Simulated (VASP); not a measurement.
# LiMgBN2 (I-4m2) in VASP: a series of runs, part 2 of 2

VASP 6.6.1. The steps go on from the part before.

**3. Single point, PBEsol (atoms shifted along a free coordinate)**

Contents of INCAR:

```
ALGO     = Normal         # electronic algorithm
EDIFF    = 1E-6           # SCF threshold, eV
ENCUT    = 520            # plane-wave cutoff, eV
GGA      = PS             # functional
ISIF     = 2              # what is computed and relaxed
ISMEAR   = 0              # smearing method
LASPH    = True           # aspherical terms in the spheres
LCHARG   = False          # write CHGCAR
LREAL    = False          # projectors in reciprocal space
LWAVE    = False          # write WAVECAR
NBANDS   = 17             # bands
NELM     = 100            # most SCF steps
PREC     = Accurate       # precision mode
SIGMA    = 0.05           # smearing width, eV
```

Contents of KPOINTS:

```
k-points
0
Gamma
  8 8 8
```

Contents of POSCAR:

```
LiMgBN2
1.0
   -1.9324005310      1.9324005310      4.5247650217
    1.9324005310     -1.9324005310      4.5247650217
    1.9324005310      1.9324005310     -4.5247650217
Li Mg B N
1 1 1 2
Direct
    0.2500000000      0.7500000000      0.5000000000
    0.7500000000      0.2500000000      0.5000000000
    0.5000000000      0.5000000000      0.0000000000
    0.6608378126      0.6608378126      0.0000000000
    0.3391621874      0.3391621874      0.0000000000
```

Potentials or basis: VASP PAW PBE potentials, release 64 (Li_sv, Mg, B, N).

Launch:

```console
> cat potpaw_PBE.64/Li_sv/POTCAR potpaw_PBE.64/Mg/POTCAR potpaw_PBE.64/B/POTCAR potpaw_PBE.64/N/POTCAR > POTCAR
> mpirun -np 1 vasp_std > vasp.out
```

Run time: 50 s. Hardware: 1 thread of Intel Xeon 6975P-C (Granite Rapids), shared host; peak memory 0.28 GiB.

The run converged. Its results:

```
Free energy            : -32.1307 eV
Largest force          : 4.324 eV/Å
Band gap on the k mesh : 2.20 eV (least direct gap 3.49 eV)
```

Forces in eV/Å, atoms in the order of the input:
```
Li   0.000  0.000  0.000
Mg   0.000  0.000  0.000
B    0.000  0.000  0.000
N    0.000  0.000 -4.324
N    0.000  0.000  4.324
```

Levels at points of the mesh, in eV from the valence-band top:
```tsv
k point	band 5	band 6	band 7	band 8	band 9	band 10	band 11	band 12	band 13	band 14
(0.00, 0.00, 0.00)	-2.48	-1.81	-1.81	-1.44	-1.44	2.20	6.06	6.59	6.59	8.11
(0.50, 0.00, 0.00)	-3.98	-2.34	-2.09	-1.15	-0.73	4.44	5.21	6.10	7.76	8.32
(0.50, 0.50, 0.00)	-3.80	-3.13	-2.58	-2.00	-0.38	4.66	4.89	5.55	7.82	8.91
(0.50, 0.50, 0.50)	-3.69	-2.71	-2.71	0.00	0.00	3.57	5.67	5.67	6.06	8.01
```

Caveat: the cell differs from its parent crystal (atoms shifted along a free coordinate); the PAW data sets were made with another functional, which shifts forces and pressure a little. A k mesh can miss the band edges.

**4. Single point, PBEsol (atoms shifted along a free coordinate)**

Contents of INCAR:

```
SYSTEM = LiMgBN2
PREC = Accurate ; ENCUT = 520
EDIFF = 1E-6 ; ISMEAR = 0
SIGMA = 0.05 ; LREAL = .False.
LASPH = .True. ; NELM = 100
ALGO = Normal ; ISIF = 2
LWAVE = .False. ; LCHARG = .False.
GGA = PS ; NBANDS = 17
```

Contents of KPOINTS:

```
Automatic mesh
0
Gamma
  8 8 8
  0 0 0
```

POSCAR: that of step 3 with these lines changed.

```diff
@@ -11,3 +11,3 @@
     0.5000000000      0.5000000000      0.0000000000
-    0.6608378126      0.6608378126      0.0000000000
-    0.3391621874      0.3391621874      0.0000000000
+    0.6426409604      0.6426409604      0.0000000000
+    0.3573590396      0.3573590396      0.0000000000
```

Launch:

```console
> cat potpaw_PBE.64/Li_sv/POTCAR potpaw_PBE.64/Mg/POTCAR potpaw_PBE.64/B/POTCAR potpaw_PBE.64/N/POTCAR > POTCAR
> mpirun -np 1 vasp_std > vasp.out
```

Run time: 70 s. Hardware: 1 thread of Intel Xeon 6975P-C (Granite Rapids), shared host; peak memory 0.28 GiB.

It converged, with:

| Item | Value |
| --- | --- |
| Free energy | -32.3714 eV |
| Largest force | 4.081 eV/Å |
| Band gap on the k mesh | 2.48 eV (least direct gap 3.16 eV) |

Forces in eV/Å, atoms in the order of the input:
```
Li   0.000  0.000  0.000
Mg   0.000  0.000  0.000
B    0.000  0.000  0.000
N    0.000  0.000  4.081
N    0.000  0.000 -4.081
```

Levels at points of the mesh, in eV from the valence-band top:
```csv
k point,band 6,band 7,band 8,band 9,band 10,band 11,band 12,band 13
"(0.00, 0.00, 0.00)",-2.32,-2.32,-1.18,-1.18,2.48,5.60,8.13,8.45
"(0.50, 0.00, 0.00)",-2.75,-2.51,-1.10,-0.51,5.33,5.88,7.05,7.42
"(0.50, 0.50, 0.00)",-3.31,-3.15,-1.78,-0.48,4.77,5.99,7.04,7.27
"(0.50, 0.50, 0.50)",-2.96,-2.96,0.00,0.00,3.16,5.82,6.76,6.76
```

Caveat: the cell differs from its parent crystal (atoms shifted along a free coordinate); the PAW data sets were made with another functional, which shifts forces and pressure a little.

**5. Single point, PBEsol (atoms shifted along a free coordinate)**

Contents of INCAR:

```
SYSTEM = LiMgBN2
PREC = Accurate ; ENCUT = 520
EDIFF = 1E-6 ; ISMEAR = 0
SIGMA = 0.05 ; LREAL = .FALSE.
LASPH = .TRUE. ; NELM = 80
ALGO = Normal ; ISIF = 2
LWAVE = .FALSE. ; LCHARG = .FALSE.
GGA = PS ; NBANDS = 17
```

Contents of KPOINTS:

```
regular mesh
0
G
  8 8 8
  0 0 0
```

Contents of POSCAR:

```
LiMgBN2
1.0
   -1.9736399479      1.9736399479      4.6213281660
    1.9736399479     -1.9736399479      4.6213281660
    1.9736399479      1.9736399479     -4.6213281660
Li Mg B N
1 1 1 2
Direct
    0.2500000000      0.7500000000      0.5000000000
    0.7500000000      0.2500000000      0.5000000000
    0.5000000000      0.5000000000      0.0000000000
    0.6335425343      0.6335425343      0.0000000000
    0.3664574657      0.3664574657      0.0000000000
```

Launch:

```console
> cat potpaw_PBE.64/Li_sv/POTCAR potpaw_PBE.64/Mg/POTCAR potpaw_PBE.64/B/POTCAR potpaw_PBE.64/N/POTCAR > POTCAR
> mpirun -np 1 vasp_std > vasp.out
```

It took 82 s on 1 thread of Intel Xeon 6975P-C (Granite Rapids), shared host; peak memory 0.28 GiB.

The run converged. Its results:

```
Free energy            : -31.3396 eV
Largest force          : 9.477 eV/Å
Band gap on the k mesh : 2.37 eV (least direct gap 2.91 eV)
```

Forces in eV/Å, atoms in the order of the input:
```
Li   0.000  0.000  0.000
Mg   0.000  0.000  0.000
B    0.000  0.000  0.000
N    0.000  0.000  9.477
N    0.000  0.000 -9.477
```

Levels at points of the mesh, in eV from the valence-band top:
| k point | band 6 | band 7 | band 8 | band 9 | band 10 | band 11 | band 12 | band 13 |
| --- | --- | --- | --- | --- | --- | --- | --- | --- |
| (0.00, 0.00, 0.00) | -2.59 | -2.58 | -0.98 | -0.98 | 2.37 | 5.27 | 7.92 | 9.07 |
| (0.50, 0.00, 0.00) | -2.92 | -2.71 | -1.07 | -0.40 | 5.05 | 5.90 | 6.60 | 7.54 |
| (0.50, 0.50, 0.00) | -3.33 | -3.32 | -1.63 | -0.48 | 4.51 | 6.06 | 6.35 | 7.84 |
| (0.50, 0.50, 0.50) | -3.06 | -3.06 | 0.00 | 0.00 | 2.91 | 5.15 | 6.77 | 6.77 |

Caveat: the cell differs from its parent crystal (atoms shifted along a free coordinate); the PAW data sets were made with another functional, which shifts forces and pressure a little. A k mesh can miss the band edges.

**6. Single point, PBEsol (atoms shifted along a free coordinate)**

Contents of INCAR:

```
SYSTEM = LiMgBN2
ALGO = Normal
EDIFF = 1E-7
ENCUT = 520
GGA = PS
ISIF = 2
ISMEAR = 0
LASPH = .TRUE.
LCHARG = .FALSE.
LREAL = .FALSE.
LWAVE = .FALSE.
NBANDS = 17
NELM = 80
PREC = Accurate
SIGMA = 0.05
```

Contents of KPOINTS:

```
k-points
0
G
  8 8 8
  0 0 0
```

POSCAR: that of step 5 with these lines changed.

```diff
@@ -11,3 +11,3 @@
     0.5000000000      0.5000000000      0.0000000000
-    0.6335425343      0.6335425343      0.0000000000
-    0.3664574657      0.3664574657      0.0000000000
+    0.6699362387      0.6699362387      0.0000000000
+    0.3300637613      0.3300637613      0.0000000000
```

Potentials or basis: VASP PAW PBE potentials, release 64 (Li_sv, Mg, B, N).

Launch:

```console
> cat potpaw_PBE.64/Li_sv/POTCAR potpaw_PBE.64/Mg/POTCAR potpaw_PBE.64/B/POTCAR potpaw_PBE.64/N/POTCAR > POTCAR
> mpirun -np 1 vasp_std > vasp.out
```

Wall time 75 s (1 thread of Intel Xeon 6975P-C (Granite Rapids), shared host); peak memory 0.29 GiB.

Results (log left out):

| Item | Value |
| --- | --- |
| Free energy | -30.8298 eV |
| Largest force | 6.366 eV/Å |
| Band gap on the k mesh | 1.85 eV (least direct gap 3.08 eV) |

Forces on the atoms (eV/Å):
```
Li   0.000  0.000  0.000
Mg   0.000  0.000  0.000
B    0.000  0.000  0.000
N    0.000  0.000 -6.366
N    0.000  0.000  6.366
```

Levels at points of the mesh, in eV from the valence-band top:
| k point | band 5 | band 6 | band 7 | band 8 | band 9 | band 10 | band 11 | band 12 | band 13 | band 14 |
| --- | --- | --- | --- | --- | --- | --- | --- | --- | --- | --- |
| (0.00, 0.00, 0.00) | -2.51 | -1.77 | -1.77 | -1.29 | -1.29 | 1.85 | 5.49 | 5.49 | 6.18 | 7.90 |
| (0.50, 0.00, 0.00) | -3.79 | -2.12 | -1.88 | -1.17 | -0.81 | 3.64 | 4.65 | 5.16 | 7.44 | 7.76 |
| (0.50, 0.50, 0.00) | -3.66 | -2.97 | -2.20 | -2.04 | -0.29 | 3.83 | 4.57 | 4.60 | 7.45 | 7.85 |
| (0.50, 0.50, 0.50) | -3.37 | -2.56 | -2.56 | 0.00 | 0.00 | 3.69 | 4.83 | 4.83 | 5.68 | 6.50 |

Caveat: the cell differs from its parent crystal (atoms shifted along a free coordinate); the PAW data sets were made with another functional, which shifts forces and pressure a little. A k mesh can miss the band edges.

**7. Overview**

| cell | gap on the mesh (eV) | largest force (eV/Å) |
| --- | --- | --- |
| a = 5.286 Å, angles 137.1, 137.1, 62.3°, 5 atoms, atomic positions A | 2.56 | 11.86 |
| a = 5.286 Å, angles 137.1, 137.1, 62.3°, 5 atoms, atomic positions B | 2.20 | 4.32 |
| a = 5.286 Å, angles 137.1, 137.1, 62.3°, 5 atoms, atomic positions C | 2.48 | 4.08 |
| a = 5.399 Å, angles 137.1, 137.1, 62.3°, 5 atoms, atomic positions A | 2.37 | 9.48 |
| a = 5.399 Å, angles 137.1, 137.1, 62.3°, 5 atoms, atomic positions D | 1.85 | 6.37 |

Alike in all rows: task single point; level PBEsol; potentials or basis VASP PAW PBE potentials, release 64 (Li_sv, Mg, B, N); no spin polarisation; k mesh 8 × 8 × 8; cutoff (eV) 520; smearing gaussian 0.05 eV.

Caveats: the PAW data sets were made with another functional, which shifts forces and pressure a little.

Total energies depend on the potentials used, so only differences within one code and one set of settings carry meaning.
